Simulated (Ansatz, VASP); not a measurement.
**One calculation of Ta, two programs**

```
Ta
1.0
    -1.65500    1.65500    1.65500
     1.65500   -1.65500    1.65500
     1.65500    1.65500   -1.65500
Ta
1
Direct
  0.00000 0.00000 0.00000
```

Alike in both runs: task relaxation of cell and atoms; functional LDA; k mesh 24 × 24 × 24; occupations gaussian, width 0.1 eV; no spin polarisation.

```csv
,VASP,Ansatz
version,VASP 6.6.1,Ansatz 0.2.0
potentials or method,"VASP PAW LDA potentials, release 64 (Ta_pv)","scalar-relativistic, plane waves, PAW"
plane-wave cutoff (eV),600,420
valence electrons in the cell,11,13
```

```csv
,VASP,Ansatz,Ansatz less VASP
"gap on the k mesh at the Fermi level, each at its own relaxed structure (eV)",none,none,-
relaxed volume (Å³/atom),17.28,17.21,-0.071
relaxed cell length with the largest relative difference (Å),2.821,2.817,-0.0039
```

LDA's correlation is that of Perdew and Zunger in VASP and of Perdew and Wang (1992) in Ansatz. A gap of «none» marks a metal or a gap that the smearing closes. VASP's potentials hold 11 valence electrons a cell and Ansatz's 13, so a difference there can come from the potentials and not from the codes.

Spin-orbit coupling is off throughout.
